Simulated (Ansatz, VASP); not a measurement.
## CuI in VASP and in Ansatz

```
Cu I
1.0
     3.92194    0.00000    0.00000
     0.00000    3.92194    0.00000
     0.00000    0.00000    6.35091
Cu I
2 2
Direct
  0.50000 0.50000 0.00000
  0.00000 0.00000 0.00000
  0.50000 0.00000 0.27217
  0.00000 0.50000 0.72783
```

Change from the starting cell: equal strain along all axes, cell held, atoms relaxed: -2.0 %.

Alike in both runs: functional PBEsol; k mesh 8 × 8 × 4; occupations gaussian, width 0.02 eV; no spin polarisation.

Ansatz relaxed the structure, and its values are those at the end. VASP's run is a single point on that final structure, the one shown.

|  | VASP | Ansatz |
| --- | --- | --- |
| version | VASP 6.6.1 | Ansatz 0.2.0 |
| potentials or method | VASP PAW PBE potentials, release 64 (Cu, I), cutoff 520 eV | scalar-relativistic, plane waves, PAW |
| valence electrons in the cell | 36 | 72 |

Ansatz gave:

- gap on the k mesh at the Fermi level (eV): 1.49
- least direct gap on the mesh (eV): 1.49
- pressure (GPa): 1.3
- rms of the force components (eV/Å): 0.001

**Question.** Which values does VASP return?

**Answer.** gap on the k mesh at the Fermi level (eV): 1.50; least direct gap on the mesh (eV): 1.50; pressure (GPa): 1.5; rms of the force components (eV/Å): 0.010.

VASP's potentials were made for PBE, not for PBEsol. VASP's potentials hold 36 valence electrons a cell and Ansatz's 72, so a difference there can come from the potentials and not from the codes. Ansatz's warnings: stress scf threshold loose.

Spin-orbit coupling is off throughout.
